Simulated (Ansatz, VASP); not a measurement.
# Zn2Pt in VASP and in Ansatz

```xyz
3
Lattice="-1.6470 1.6470 4.0910 1.6470 -1.6470 4.0910 1.6470 1.6470 -4.0910" Properties=species:S:1:pos:R:3 pbc="T T T"
Zn    0.0000    0.0000    5.4355
Zn    0.0000    0.0000    2.7466
Pt    0.0000    0.0000    0.0000
```

Alike in both runs: functional PBE; k mesh 6 × 6 × 6; occupations gaussian, width 0.1 eV; no spin polarisation.

Ansatz relaxed the structure, and its values are those at the end. VASP's run is a single point on that final structure, the one shown.

```csv
,VASP,Ansatz
version,VASP 6.6.1,Ansatz 0.2.0
potentials or method,"VASP PAW PBE potentials, release 64 (Zn, Pt), cutoff 520 eV","scalar-relativistic, plane waves, PAW"
valence electrons in the cell,34,42
```

```tsv
	VASP	Ansatz	Ansatz less VASP
gap on the k mesh at the Fermi level (eV)	none	none	-
pressure (GPa)	0.4	0.0	-0.38
rms of the force components (eV/Å)	0.003	0.002	-0.0015
```

A gap of «none» marks a metal or a gap that the smearing closes. The functional is the same, so the differences come from potentials, cutoffs and numerics. VASP's potentials hold 34 valence electrons a cell and Ansatz's 42, so a difference there can come from the potentials and not from the codes.

The k mesh is coarse, so the values compare programs but aren't converged. Spin-orbit coupling is off throughout.
